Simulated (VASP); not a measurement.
Runs of VASP 6.6.1 on HfC. Symmetry: Fm-3m, No. 225, cubic system. Conventional cell: a = 4.650 Å, b = 4.650 Å, c = 4.650 Å, α = 90.00°, β = 90.00°, γ = 90.00°. Hf (site symmetry m-3m) has 6 C at 2.33 Å within 3.1 Å. C (site symmetry m-3m) has 6 Hf at 2.33 Å within 3.1 Å. 

| task | level | potentials or basis | spin | gap on the mesh (eV) | pressure (GPa) | moment (μB) |
| --- | --- | --- | --- | --- | --- | --- |
| electric field gradients | r2SCAN | VASP PAW PBE potentials, release 64 (Hf_pv, C) | off | none | -2.5 | - |
| electric field gradients | PBEsol | VASP PAW PBE potentials, release 64 (Hf_pv, C) | off | none | -7.0 | - |
| electric field gradients | LDA | VASP PAW LDA potentials, release 64 (Hf_pv, C) | off | none | -11.6 | - |
| electric field gradients | PBE | VASP PAW PBE potentials, release 64 (Hf_pv, C) | non-collinear, zero start, SOC | - | -0.6 | 0.00 |
| single point | LDA | VASP PAW LDA potentials, release 64 (Hf_pv, C) | off | none | -11.6 | - |
| single point | PBE | VASP PAW PBE potentials, release 64 (Hf_pv, C) | off | none | -0.5 | - |
| single point | PBE | VASP PAW PBE potentials, release 64 (Hf_pv, C) | non-collinear, zero start, SOC | - | -0.6 | 0.00 |
| electric field gradients | PBE | VASP PAW PBE potentials, release 64 (Hf_pv, C) | off | none | (a) | - |

Alike in all rows: cell as given; k mesh 15 × 15 × 15; cutoff (eV) 520; smearing fermi-dirac 0.05 eV.

**Question.** Fill in the values left out.

**Answer.** (a) -0.4.

Caveats: spin-orbit coupling is left out, which moves the levels of the heavy elements (at least some runs); the cell stands under tension (at least some runs); the PAW data sets were made with another functional, which shifts forces and pressure a little (at least some runs).

A k mesh can miss the band edges, and rows without SOC leave out spin-orbit coupling on Hf.

A gap of «none» marks levels without a gap at the run's occupations.
